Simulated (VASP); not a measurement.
# NbH2 (Fm-3m) in VASP: a series of runs

The runs below take NbH2 through relaxation of cell and atoms, with PBEsol.

Everything below comes from runs of VASP 6.6.1. Logs are shortened: lines on timing, memory, paths and dates and some standing lists are left out, and cuts for length are marked.

## 1. The cell of the first run

The structure is cubic, space group Fm-3m (No. 225). Conventional cell: a = 4.518 Å, b = 4.518 Å, c = 4.518 Å, α = 90.00°, β = 90.00°, γ = 90.00°. Within 2.6 Å of Nb (site symmetry m-3m) lie 8 H at 1.96 Å. Within 2.6 Å of H (site symmetry -43m) lie 4 Nb at 1.96 Å and 6 H at 2.26 Å.

## 2. Relaxation of cell and atoms, PBEsol, target pressure 15 GPa, at which the enthalpy is minimised

Contents of INCAR:

```
SYSTEM = NbH2
ALGO = Normal ; EDIFF = 1E-6
EDIFFG = -0.002 ; ENCUT = 600
GGA = PS ; IBRION = 2
ISIF = 3 ; ISMEAR = -1
LASPH = .TRUE. ; LCHARG = .FALSE.
LREAL = .FALSE. ; LWAVE = .FALSE.
NELM = 60 ; NSW = 100
PREC = Accurate ; PSTRESS = 150.0
SIGMA = 0.05
```

Contents of KPOINTS:

```
k-points
0
G
  16 16 16
  0 0 0
```

Contents of POSCAR:

```
NbH2
1.0
    0.0000000000      2.2590399897      2.2590399897
    2.2590399897      0.0000000000      2.2590399897
    2.2590399897      2.2590399897      0.0000000000
Nb H
1 2
Direct
    0.0000000000      0.0000000000      0.0000000000
    0.2500000000      0.2500000000      0.2500000000
    0.7500000000      0.7500000000      0.7500000000
```

Potentials or basis: VASP PAW PBE potentials, release 64 (Nb_sv, H).

Launch:

```bash
$ cat potpaw_PBE.64/Nb_sv/POTCAR potpaw_PBE.64/H/POTCAR > POTCAR
$ mpirun -np 1 vasp_std > vasp.out
```

OUTCAR:

```text
SYSTEM = NbH2
   EDIFF = 1E-6
   EDIFFG = -0.002
   ENCUT = 600
   GGA = PS
   IBRION = 2
   ISIF = 3
   ISMEAR = -1
   LASPH = .TRUE.
   LREAL = .FALSE.
   NELM = 60
   NSW = 100
   PREC = Accurate
   PSTRESS = 150.0

 ion  position               nearest neighbor table
   1  0.000  0.000  0.000-   2 1.96   3 1.96   3 1.96   3 1.96   3 1.96   2 1.96   2 1.96   2 1.96

   2  0.250  0.250  0.250-   1 1.96   1 1.96   1 1.96   1 1.96
   3  0.750  0.750  0.750-   1 1.96   1 1.96   1 1.96   1 1.96

  LATTYP: Found a face centered cubic cell.
 ALAT       =     4.5180799794

  Lattice vectors:

 A1 = (   0.0000000000,   2.2590399897,   2.2590399897)
 A2 = (   2.2590399897,   0.0000000000,   2.2590399897)
 A3 = (   2.2590399897,   2.2590399897,   0.0000000000)

Analysis of symmetry for initial positions (statically):
=====================================================================
 Subroutine PRICEL returns:
 Original cell was already a primitive cell.

 Routine SETGRP: Setting up the symmetry group for a
 face centered cubic supercell.

 Subroutine GETGRP returns: Found 48 space group operations
 (whereof 48 operations were pure point group operations)
 out of a pool of 48 trial point group operations.

The static configuration has the point symmetry O_h .

Analysis of symmetry for dynamics (positions and initial velocities):
=====================================================================
 Subroutine PRICEL returns:
 Original cell was already a primitive cell.

 Routine SETGRP: Setting up the symmetry group for a
 face centered cubic supercell.

 Subroutine GETGRP returns: Found 48 space group operations
 (whereof 48 operations were pure point group operations)
 out of a pool of 48 trial point group operations.

The dynamic configuration has the point symmetry O_h .

 Subroutine INISYM returns: Found 48 space group operations
 (whereof 48 operations are pure point group operations),
 and found     1 'primitive' translations

----------------------------------------------------------------------------------------

                                     Primitive cell

  volume of cell :      23.0569

  direct lattice vectors                    reciprocal lattice vectors
     0.000000000  2.259039990  2.259039990    -0.221332957  0.221332957  0.221332957
     2.259039990  0.000000000  2.259039990     0.221332957 -0.221332957  0.221332957
     2.259039990  2.259039990  0.000000000     0.221332957  0.221332957 -0.221332957

  length of vectors
     3.194764991  3.194764991  3.194764991     0.383359926  0.383359926  0.383359926

  position of ions in fractional coordinates (direct lattice)
     0.000000000  0.000000000  0.000000000
     0.250000000  0.250000000  0.250000000
     0.750000000  0.750000000  0.750000000

  ion indices of the primitive-cell ions
   primitive index   ion index
                 1           1
                 2           2
                 3           3

----------------------------------------------------------------------------------------

 KPOINTS: k-points

Automatic generation of k-mesh.
 Grid dimensions read from file:
 generate k-points for:   16   16   16

 Generating k-lattice:

  Cartesian coordinates                     Fractional coordinates (reciprocal lattice)
    -0.013833310  0.013833310  0.013833310     0.062500000  0.000000000  0.000000000
     0.013833310 -0.013833310  0.013833310     0.000000000  0.062500000  0.000000000
     0.013833310  0.013833310 -0.013833310     0.000000000  0.000000000  0.062500000

  Length of vectors
     0.023959995  0.023959995  0.023959995

  Shift w.r.t. Gamma in fractional coordinates (k-lattice)
     0.000000000  0.000000000  0.000000000

 Subroutine IBZKPT returns following result:
 ===========================================

 Found    145 irreducible k-points:

 Following reciprocal coordinates:
            Coordinates               Weight
  0.000000  0.000000  0.000000      1.000000
  0.062500  0.000000  0.000000      8.000000
  0.125000  0.000000  0.000000      8.000000
  0.187500  0.000000  0.000000      8.000000
  0.250000  0.000000  0.000000      8.000000
  0.312500  0.000000  0.000000      8.000000
[... 16 lines left out ...]
 -0.125000  0.062500  0.000000     24.000000
 -0.062500  0.062500  0.000000     12.000000
 [... further k-points ...]
   k-points           NKPTS =    145   k-points in BZ     NKDIM =    145   number of bands    NBANDS=     11
   number of dos      NEDOS =    301   number of ions     NIONS =      3
   total plane-waves  NPLWV =  21952
   dimension x,y,z NGX =    28 NGY =   28 NGZ =   28
   dimension x,y,z NGXF=    56 NGYF=   56 NGZF=   56
   ions per type =               1   2
   NGX,Y,Z   is equivalent  to a cutoff of  14.57, 14.57, 14.57 a.u.
   NGXF,Y,Z  is equivalent  to a cutoff of  29.14, 29.14, 29.14 a.u.
 SYSTEM =  NbH2
   PREC   = accura    normal or accurate (medium, high low for compatibility)
   ISTART =      0    job   : 0-new  1-cont  2-samecut
   ICHARG =      2    charge: 1-file 2-atom 10-const
   ISPIN  =      1    spin polarized calculation?
   LNONCOLLINEAR =      F non collinear calculations
   LSORBIT =      F    spin-orbit coupling
   LASPH  =      T    aspherical Exc in radial PAW
   ENCUT  =  600.0 eV  44.10 Ry    6.64 a.u.   6.38  6.38  6.38*2*pi/ulx,y,z
   NELM   =     60;   NELMIN=  2; NELMDL= -5     # of ELM steps
   EDIFF  = 0.1E-05   stopping-criterion for ELM
   LREAL  =      F    real-space projection
   EDIFFG = -.2E-02   stopping-criterion for IOM
   NSW    =    100    number of steps for IOM
   IBRION =      2    ionic relax: 0-MD 1-quasi-New 2-CG
   NFREE  =      1    steps in history (QN), initial steepest desc. (CG)
   ISIF   =      3    stress and relaxation
   ISYM   =      2    0-nonsym 1-usesym 2-fastsym
   POTIM  = 0.5000    time-step for ionic-motion
   TEBEG  =    0.0;   TEEND  =   0.0 temperature during run
   PSTRESS=  150.0 pullay stress
   NELECT =      15.0000    total number of electrons
   NUPDOWN=      -1.0000    fix difference up-down
   EMIN   =  10.00;   EMAX   =-10.00  energy-range for DOS
   EFERMI =   0.00;   METHOD = LEGACY
   ISMEAR =    -1;   SIGMA  =   0.05  broadening in eV -4-tet -1-fermi 0-gaus
   EFERMI_NEDOS =   21; number of points for ismear=-14 and -15
   IALGO  =     38    algorithm
   IMIX   =      4    mixing-type and parameters
     AMIX     =   0.40;   BMIX     =  1.00
     AMIX_MAG =   1.60;   BMIX_MAG =  1.00
  volume/ion in A,a.u.               =       7.69        51.87
  Fermi-wavevector in a.u.,A,eV,Ry     =   1.418528  2.680630 27.377949  2.012222
  Thomas-Fermi vector in A             =   2.539644
   LORBIT       =      0    0 simple, 1 ext, 2 COOP (PROOUT), +10 PAW based schemes
   GGA     = PS    functional components
   LHFCALC =     F    Hartree Fock is set to
   AEXX    =    0.0000 exact exchange contribution
   IVDW    =     0    specifies the selected vdW correction
   LEPSILON=     F    determine dielectric tensor
   LRPA    =     F    only Hartree local field effects (RPA)
 conjugate gradient relaxation of ions
 non-spin polarized calculation
  energy-cutoff  :      600.00
  volume of cell :       23.06
 maximum number of plane-waves:       785
 NGX is ok and might be reduce to    28
   NGX = 13   NGY = 13   NGZ = 13

--------------------------------------- Ionic step        1  -------------------------------------------

 number of electron      15.0000000 magnetization

 Free energy of the ion-electron system (eV)
  ---------------------------------------------------
  ext. energy  EPLUGINS =         0.00000000
  ---------------------------------------------------
  free energy    TOTEN  =       -18.50678694 eV

  energy without entropy =      -18.49931501  energy(sigma->0) =      -18.50305098

------------------------ aborting loop because EDIFF is reached ----------------------------------------

  FORCE on cell =-STRESS in cart. coord.  units (eV):
  Direction    XX          YY          ZZ          XY          YZ          ZX
  --------------------------------------------------------------------------------------
  -------------------------------------------------------------------------------------
  Total       -0.0517723     -0.0517723     -0.0517723      0.0000000     -0.0000000      0.0000000
  in kB       -3.5975457     -3.5975457     -3.5975457      0.0000000     -0.0000000      0.0000000
  external PRESSURE =    -153.5975457 kB  Pullay stress =     150.0000000 kB
[... 63 lines left out ...]
  enthalpy is  TOTEN    =       -16.4006813098 eV   P V=        1.9365449263

--------------------------------------- Ionic step        3  -------------------------------------------

 number of electron      15.0000001 magnetization

 Free energy of the ion-electron system (eV)
  ---------------------------------------------------
  ext. energy  EPLUGINS =         0.00000000
  ---------------------------------------------------
  free energy    TOTEN  =       -18.44032114 eV

  energy without entropy =      -18.43363021  energy(sigma->0) =      -18.43697567

 E-fermi :  11.1369     XC(G=0): -12.6567

 val. band max:       11.1153595126   @ k =  -0.2500   0.2500   0.0625
 cond. band min:      11.1375282957   @ k =   0.2500   0.1875   0.0625
 fundamental gap:      0.0221687831
 Fermi energy:        11.1368817928

 k-point     1 :       0.0000    0.0000    0.0000
  band No.  band energies     occupation
      1     -44.0770      2.00000
      2     -19.7783      2.00000
      3     -19.7783      2.00000
      4     -19.7783      2.00000
      5      -0.0939      2.00000
      6       9.5905      2.00000
      7       9.5905      2.00000
      8       9.5905      2.00000
      9       9.9013      2.00000
     10      12.5836      0.00000
     11      12.5836      0.00000
[... 309 lines left out ...]
 k-point    24 :      -0.0625    0.0625    0.0000
  band No.  band energies     occupation
      1     -44.0639      2.00000
      2     -19.8743      2.00000
      3     -19.8037      2.00000
      4     -19.7846      2.00000
      5       0.2259      2.00000
      6       7.6406      2.00000
      7       9.7441      2.00000
      8       9.7735      2.00000
      9      12.2330      0.00000
     10      12.3084      0.00000
     11      12.5738      0.00000

 [... further k-points ...]
[... 5 lines left out ...]
  --------------------------------------------------------------------------------------
  -------------------------------------------------------------------------------------
  Total        2.0113555      2.0113555      2.0113555     -0.0000000     -0.0000000      0.0000000
  in kB      149.8374679    149.8374679    149.8374679     -0.0000000     -0.0000000      0.0000000
  external PRESSURE =      -0.1625321 kB  Pullay stress =     150.0000000 kB
[... 18 lines left out ...]
  FREE ENERGIE OF THE ION-ELECTRON SYSTEM (eV)
  ---------------------------------------------------
  free  energy   TOTEN  =       -18.4403211366 eV

  energy  without entropy=      -18.4336302062  energy(sigma->0) =      -18.43697567

  enthalpy is  TOTEN    =       -16.4267838611 eV   P V=        2.0135372755

 reached required accuracy - stopping structural energy minimisation
```

Run time: 2.7 min. Hardware: 1 thread of Oxide Virtual Turin-like, shared host; peak memory 0.16 GiB.

Results:

```yaml
Free_energy: -18.4403 eV
Relaxed_volume: 7.17 Å³/atom
Relaxed_cell: a = 3.122 Å, b = 3.122 Å, c = 3.122 Å, α = 60.00°, β = 60.00°, γ = 60.00°
Space_group_after_relaxing_to_0.1_Å: Fm-3m (No. 225)
Energy_change_on_relaxing_the_run_minimises_the_enthalpy: +22.2 meV/atom
Ionic_steps: 3
Pressure_after_relaxing: 15.0 GPa
Band_gap_on_the_k_mesh: zero (an odd number of electrons rules out a gap without spin polarisation)
```

Step by step:
| step | energy change (eV) | largest force (eV/Å) | pressure (GPa) | volume (Å³) |
| --- | --- | --- | --- | --- |
| 1 | 0.0000 | 0.0000 | -0.36 | 23.06 |
| 2 | 0.1696 | 0.0000 | 25.54 | 20.68 |
| 3 | 0.0665 | 0.0000 | 14.98 | 21.51 |

Final structure:
```yaml
crystal:
  lattice:
    - [0.00000, 2.20724, 2.20724]
    - [2.20724, 0.00000, 2.20724]
    - [2.20724, 2.20724, 0.00000]
  atoms:
    - { symbol: Nb, position: [0.00000, 0.00000, 0.00000] }
    - { symbol: H, position: [0.25000, 0.25000, 0.25000] }
    - { symbol: H, position: [0.75000, 0.75000, 0.75000] }
```

Caveat: the cell is relaxed towards a set pressure, so the run minimises the enthalpy, not the energy; the PAW data sets were made with another functional, which shifts forces and pressure a little.

## 3. Relaxation of cell and atoms, PBEsol

This run uses another cell than the first one, of 7.92 Å³/atom.

Contents of INCAR:

```
SYSTEM = NbH2
PREC     = Accurate       ! precision mode
ENCUT    = 600            ! plane-wave cutoff, eV
EDIFF    = 1E-6           ! SCF threshold, eV
ISMEAR   = -1             ! smearing method
SIGMA    = 0.05           ! smearing width, eV
LREAL    = .False.        ! projectors in reciprocal space
LASPH    = .True.         ! aspherical terms in the spheres
NELM     = 80             ! most SCF steps
ALGO     = Normal         ! electronic algorithm
ISIF     = 3              ! what is computed and relaxed
LWAVE    = .False.        ! write WAVECAR
LCHARG   = .False.        ! write CHGCAR
GGA      = PS             ! functional
IBRION   = 2              ! ionic algorithm
NSW      = 100            ! ionic steps
EDIFFG   = -0.002         ! ionic threshold
```

Contents of KPOINTS:

```
Automatic mesh
0
Gamma
  16 16 16
  0 0 0
```

Contents of POSCAR:

```
NbH2
1.0
    0.0000000000      2.2815000000      2.2815000000
    2.2815000000      0.0000000000      2.2815000000
    2.2815000000      2.2815000000      0.0000000000
Nb H
1 2
Direct
    0.0000000000      0.0000000000      0.0000000000
    0.2500000000      0.2500000000      0.2500000000
    0.7500000000      0.7500000000      0.7500000000
```

Potentials or basis: VASP PAW PBE potentials, release 64 (Nb_sv, H).

Launch:

```bash
$ cat potpaw_PBE.64/Nb_sv/POTCAR potpaw_PBE.64/H/POTCAR > POTCAR
$ mpirun -np 1 vasp_std > vasp.out
```

It took 2.7 min on 1 thread of Oxide Virtual Turin-like, shared host; peak memory 0.17 GiB.

The run converged. Its results:

```yaml
Free_energy: -18.5073 eV
Relaxed_volume: 7.67 Å³/atom
Relaxed_cell: a = 3.193 Å, b = 3.193 Å, c = 3.193 Å, α = 60.00°, β = 60.00°, γ = 60.00°
Space_group_after_relaxing_to_0.1_Å: Fm-3m (No. 225)
Energy_gained_by_relaxing: 4.5 meV/atom
Ionic_steps: 3
Pressure_after_relaxing: 0.0 GPa
Band_gap_on_the_k_mesh: zero (an odd number of electrons rules out a gap without spin polarisation)
```

The path:
```tsv
step	energy change (eV)	largest force (eV/Å)	pressure (GPa)	volume (Å³)
1	0.0000	0.0000	-5.70	23.75
2	-0.0122	0.0000	1.88	22.80
3	-0.0134	0.0000	0.02	23.01
```

Final structure:
```yaml
crystal:
  lattice:
    - [0.00000, 2.25766, 2.25766]
    - [2.25766, 0.00000, 2.25766]
    - [2.25766, 2.25766, 0.00000]
  atoms:
    - { symbol: Nb, position: [0.00000, 0.00000, 0.00000] }
    - { symbol: H, position: [0.25000, 0.25000, 0.25000] }
    - { symbol: H, position: [0.75000, 0.75000, 0.75000] }
```

Levels at points of the mesh, in eV from the Fermi level:
```
           k point  band 5  band 6  band 7  band 8  band 9  band 10  band 11
(0.00, 0.00, 0.00)  -10.87   -1.43   -1.43   -1.43   -1.12     1.31     1.31
(0.50, 0.00, 0.00)   -8.56   -4.93   -1.28   -1.28    2.76     2.76     5.09
(0.50, 0.50, 0.00)   -7.71   -4.99   -4.53    2.94    3.00     3.00     7.23
```

Caveat: the PAW data sets were made with another functional, which shifts forces and pressure a little.

The gap in the log of VASP goes by the Fermi energy; the results here count the filled bands.